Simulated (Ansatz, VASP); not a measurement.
# One calculation of Mg, two programs

```
Mg
1.0
    -1.77177    1.77177    1.77177
     1.77177   -1.77177    1.77177
     1.77177    1.77177   -1.77177
Mg
1
Direct
  0.00000 0.00000 0.00000
```

Alike in both runs: task single point; functional PBE; k mesh 16 × 16 × 16; occupations gaussian, width 0.1 eV; no spin polarisation.

|  | VASP | Ansatz |
| --- | --- | --- |
| version | VASP 6.6.1 | Ansatz 0.2.0 |
| potentials or method | VASP PAW PBE potentials, release 64 (Mg), cutoff 520 eV | scalar-relativistic, plane waves, PAW |
| valence electrons in the cell | 2 | 10 |

|  | VASP | Ansatz | Ansatz less VASP |
| --- | --- | --- | --- |
| gap on the k mesh at the Fermi level (eV) | none | none | - |
| pressure (GPa) | 1.0 | 1.1 | +0.13 |

A gap of «none» marks a metal or a gap that the smearing closes. VASP's potentials hold 2 valence electrons a cell and Ansatz's 10, so a difference there can come from the potentials and not from the codes.
